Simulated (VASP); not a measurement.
Runs of VASP 6.6.1 on Mn. The structure is that of space group P6/mmm (No. 191), or close to it. The cells are those of the table. 

```csv
cell,k mesh,gap on the mesh (eV),pressure (GPa)
"a = 3.906, b = 3.906, c = 2.450 Å, angles 90.0, 90.0, 120.0°, 3 atoms",9 × 9 × 13,none,0.0
"a = 3.853, b = 3.853, c = 2.417 Å, angles 90.0, 90.0, 120.0°, 3 atoms",12 × 12 × 17,none,12.3
"a = 3.799, b = 3.799, c = 2.383 Å, angles 90.0, 90.0, 120.0°, 3 atoms",12 × 12 × 17,none,27.5
"a = 3.958, b = 3.958, c = 2.482 Å, angles 90.0, 90.0, 120.0°, 3 atoms",12 × 12 × 17,none,(a)
"a = 3.743, b = 3.743, c = 2.348 Å, angles 90.0, 90.0, 120.0°, 3 atoms",12 × 12 × 17,none,(b)
```

Alike in all rows: task single point; level PBE; potentials or basis VASP PAW PBE potentials, release 64 (Mn_pv); no spin polarisation; cutoff (eV) 520; smearing fermi-dirac 0.1 eV.

Question: Estimate the missing entries.

Answer: (a) -9.8; (b) 46.5.

Caveats: the run has no spin polarisation, though such a crystal can be magnetic.

A gap of «none» marks levels without a gap at the run's occupations.
